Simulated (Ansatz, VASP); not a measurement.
This is a calculation of SnO for Ansatz 0.2.0.

Contents of input.yaml:

```yaml
crystal:
  lattice:
    - [3.7621524798, 0.0, 0.0]
    - [0.0, 3.7621524798, 0.0]
    - [0.0, 0.0, 4.8208658347]
  atoms:
    - { symbol: Sn, position: [0.5, 0.0, 0.76462614] }
    - { symbol: Sn, position: [0.0, 0.5, 0.23537386] }
    - { symbol: O, position: [0.0, 0.0, 0.0] }
    - { symbol: O, position: [0.5, 0.5, 0.0] }
hamiltonian:
  xc: revpbe
  pseudopotentials: { kind: paw }
  dispersion: d4
kpoints:
  mp_grid: { grid: [7, 7, 6] }
scf:
  occupations: { method: fermi_dirac, width: 0.05 }
output:
  forces: true
  stress: true
  eigenvalues: true
```

Potentials or basis: Ansatz PAW.

Launch:

```sh
$ ansatz run input.yaml --threads 2 --pin off --max-ram 5120MiB --backend cpu --events-out ev --progress --plain --runs-dir out
```

**Question.** Translate it to VASP 6.6.1. Potentials there: VASP PAW PBE potentials, release 64 (Sn_d, O).

**Answer.** As run (the cutoff follows the program's own potentials):

The input INCAR:

```
PREC = Accurate
ENCUT = 600
EDIFF = 1E-6
ISMEAR = -1
SIGMA = 0.05
LREAL = False
LASPH = True
NELM = 120
ALGO = Normal
ISIF = 2
LWAVE = False
LCHARG = True
GGA = RE
IVDW = 13
LELF = True
LVHAR = True
NBANDS = 28
GGA_COMPAT = False
```

The input KPOINTS:

```
regular mesh
0
Gamma
  7 7 6
```

Contents of POSCAR:

```
SnO
1.0
    3.7621524798      0.0000000000      0.0000000000
    0.0000000000      3.7621524798      0.0000000000
    0.0000000000      0.0000000000      4.8208658347
Sn O
2 2
Direct
    0.5000000000      0.0000000000      0.7646261400
    0.0000000000      0.5000000000      0.2353738600
    0.0000000000      0.0000000000      0.0000000000
    0.5000000000      0.5000000000      0.0000000000
```

Potentials or basis: VASP PAW PBE potentials, release 64 (Sn_d, O).

The run is started by

```sh
$ cat potpaw_PBE.64/Sn_d/POTCAR potpaw_PBE.64/O/POTCAR > POTCAR
$ mpirun -np 1 vasp_std > vasp.out
```

Both were run:

|  | VASP | Ansatz | Ansatz less VASP |
| --- | --- | --- | --- |
| gap on the k mesh at the Fermi level (eV) | 0.22 | 0.21 | -0.016 |
| least direct gap on the mesh (eV) | 2.07 | 2.09 | +0.021 |
| pressure (GPa) | 6.1 | 5.8 | -0.23 |
| traceless stress, the component that is largest in VASP (GPa) | -1.49 | -1.51 | -0.017 |
| rms of the force components (eV/Å) | 0.509 | 0.470 | -0.0394 |

VASP's potentials were made for PBE, not for revPBE. Atom by atom the forces differ by 0.039 eV/Å (rms over components).

Noted on Ansatz's run: odd divisions of the mesh miss points on the zone boundary, where band edges often lie, so the gap on the mesh can be too wide.
